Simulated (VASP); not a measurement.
Set up this calculation in VASP 6.6.1, as the native input.

```yaml
Task: single point
Functional: r2SCAN
Dispersion: D3(BJ)
Potentials_or_basis: VASP PAW PBE potentials, release 64 (Cs_sv, Br)
Cutoff: 550 eV
k_mesh: 2 × 2 × 2
Occupations: gaussian, width 0.01 eV
Spin: no spin polarisation
Dipole_correction: no
Further_INCAR_settings: ALGO = Normal; EDIFF = 1e-06; NBANDS = 15
```

CsBr:

```
CELL_PARAMETERS angstrom
4.28600 0.00000 0.00000
0.00000 4.28600 0.00000
0.00000 0.00000 4.28600
ATOMIC_POSITIONS crystal
Cs 0.00000 0.00000 0.00000
Br 0.50000 0.50000 0.50000
```

One way to write it, as run:

POSCAR

```
CsBr
1.0
    4.2860000000      0.0000000000      0.0000000000
    0.0000000000      4.2860000000      0.0000000000
    0.0000000000      0.0000000000      4.2860000000
Cs Br
1 1
Direct
    0.0000000000      0.0000000000      0.0000000000
    0.5000000000      0.5000000000      0.5000000000
```

INCAR.step1

```
SYSTEM = CsBr
ALGO = Normal
EDIFF = 1E-5
ENCUT = 550
GGA = PE
GGA_COMPAT = .FALSE.
ISMEAR = 0
LASPH = .TRUE.
LCHARG = .FALSE.
LREAL = .FALSE.
LWAVE = .TRUE.
NBANDS = 15
NELM = 120
PREC = Accurate
SIGMA = 0.01
```

INCAR.step2

```
SYSTEM = CsBr
ALGO = Normal
EDIFF = 1E-6
ENCUT = 550
GGA_COMPAT = .FALSE.
ISIF = 2
ISMEAR = 0
ISTART = 1
IVDW = 12
LASPH = .TRUE.
LCHARG = .FALSE.
LMIXTAU = .TRUE.
LREAL = .FALSE.
LWAVE = .FALSE.
METAGGA = R2SCAN
NBANDS = 15
NELM = 120
PREC = Accurate
SIGMA = 0.01
VDW_A1 = 0.49484001
VDW_A2 = 5.73083694
VDW_S6 = 1.0
VDW_S8 = 0.78981345
```

KPOINTS

```
k-points
0
G
  2 2 2
  0 0 0
```

Potentials or basis: VASP PAW PBE potentials, release 64 (Cs_sv, Br).

Launch:

```sh
$ cat potpaw_PBE.64/Cs_sv/POTCAR potpaw_PBE.64/Br/POTCAR > POTCAR
$ cp INCAR.step1 INCAR
$ mpirun -np 1 vasp_std > vasp.out
$ cp INCAR.step2 INCAR
$ mpirun -np 1 vasp_std > vasp.out
```

Results of the run:

The pressure is 0.9 GPa and the band gap on the k mesh is 5.23 eV. The dispersion energy per atom is -0.104 eV.

Caveat: the k points lie up to 0.73 Å⁻¹ apart; three body term missing; the PAW data sets were made with another functional, which shifts forces and pressure a little; spin-orbit coupling is left out, which moves the levels of the heavy elements.

Run time: 21 s on 1 thread of AMD EPYC 9R45 96-Core Processor (Zen 5), on a shared host, peak memory 0.19 GiB.
